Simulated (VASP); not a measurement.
Here is a VASP 6.6.1 calculation.

The input INCAR:

```
SYSTEM = GaN
PREC = Accurate ; ENCUT = 520
EDIFF = 1E-7 ; ISMEAR = 0
SIGMA = 0.05 ; LREAL = .FALSE.
LASPH = .TRUE. ; NELM = 60
ALGO = Normal ; ISIF = 2
LWAVE = .FALSE. ; LCHARG = .FALSE.
GGA = PE ; NBANDS = 26
```

The input KPOINTS:

```
Automatic mesh
0
G
  12 12 6
  0 0 0
```

POSCAR

```
GaN
1.0
    3.1218760445      0.0000000000      0.0000000000
   -1.5609380223      2.7036239620      0.0000000000
    0.0000000000      0.0000000000      5.1643849746
Ga N
2 2
Direct
    0.3333333333      0.6666666667      0.9991316867
    0.6666666667      0.3333333333      0.4991316867
    0.3333333333      0.6666666667      0.3758683133
    0.6666666667      0.3333333333      0.8758683133
```

Potentials or basis: VASP PAW PBE potentials, release 64 (Ga_d, N).

The run is started by

```bash
$ cat potpaw_PBE.64/Ga_d/POTCAR potpaw_PBE.64/N/POTCAR > POTCAR
$ mpirun -np 1 vasp_std > vasp.out
```

Task: Estimate the pressure.

Result: 15.5 GPa.

Task: Estimate the largest force.

Result: 0.209 eV/Å.

Stress tensor (GPa, compression positive):
```
17.78  0.00  0.00
 0.00 17.78  0.00
 0.00  0.00 11.02
```

Caveat: the cell differs from its parent crystal (strain -0.030 along x and y, -0.015 along z); the cell stands under pressure.
